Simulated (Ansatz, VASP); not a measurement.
LiBr in VASP and in Ansatz

```
CELL_PARAMETERS angstrom
0.00000 2.78269 2.78269
2.78269 0.00000 2.78269
2.78269 2.78269 0.00000
ATOMIC_POSITIONS crystal
Li 0.00000 0.00000 0.00000
Br 0.50000 0.50000 0.50000
```

Alike in both runs: task single point; functional PBE; k mesh 8 × 8 × 8; occupations gaussian, width 0.02 eV; no spin polarisation.

|  | VASP | Ansatz |
| --- | --- | --- |
| version | VASP 6.6.1 | Ansatz 0.2.0 |
| potentials or method | VASP PAW PBE potentials, release 64 (Li_sv, Br), cutoff 750 eV | scalar-relativistic, plane waves, PAW |
| valence electrons in the cell | 10 | 10 |

Ansatz gave:

- gap on the k mesh at the Fermi level (eV): 4.79
- least direct gap on the mesh (eV): 4.79
- pressure (GPa): -0.7

**Question.** Estimate VASP's values.

**Answer.** gap on the k mesh at the Fermi level (eV): 4.80; least direct gap on the mesh (eV): 4.80; pressure (GPa): -0.8.
